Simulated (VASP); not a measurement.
Wanted: the native input for a VASP 6.6.1 run.

```
Task                   : electric field gradients
Functional             : LDA
Potentials or basis    : VASP PAW LDA potentials, release 64 (La, Hg)
Cutoff                 : 520 eV
k mesh                 : 11 × 11 × 11
Occupations            : fermi-dirac, width 0.08 eV
Spin                   : no spin polarisation
Dipole correction      : no
Further INCAR settings : ALGO = Normal; EDIFF = 1e-08; NBANDS = 18
```

The structure of LaHg lies in POSCAR:

```
LaHg
1.0
    3.8370000000      0.0000000000      0.0000000000
    0.0000000000      3.8370000000      0.0000000000
    0.0000000000      0.0000000000      3.8370000000
La Hg
1 1
Direct
    0.5000000000      0.5000000000      0.5000000000
    0.0000000000      0.0000000000      0.0000000000
```

These files were run (other wordings do the same):

INCAR

```
SYSTEM = LaHg
PREC = Accurate
ENCUT = 520
EDIFF = 1E-8
ISMEAR = -1
SIGMA = 0.08
LREAL = .False.
LASPH = .True.
NELM = 80
ALGO = Normal
ISIF = 2
LWAVE = .False.
LCHARG = .False.
LEFG = .True.
NBANDS = 18
```

KPOINTS

```
Automatic mesh
0
Gamma
  11 11 11
  0 0 0
```

Potentials or basis: VASP PAW LDA potentials, release 64 (La, Hg).

Command:

```bash
$ cat potpaw_LDA.64/La/POTCAR potpaw_LDA.64/Hg/POTCAR > POTCAR
$ mpirun -np 1 vasp_std > vasp.out
```

It gave:

The pressure is -1.7 GPa.

Caveat: without QUAD_EFG the Cq values of the log hold for a quadrupole moment of 1 mb, not for the nuclei.

Run time: 58 s on 1 thread of Intel(R) Xeon(R) Platinum 8375C CPU @ 2.90GHz (Ice Lake) (shared host), peak memory 0.21 GiB.
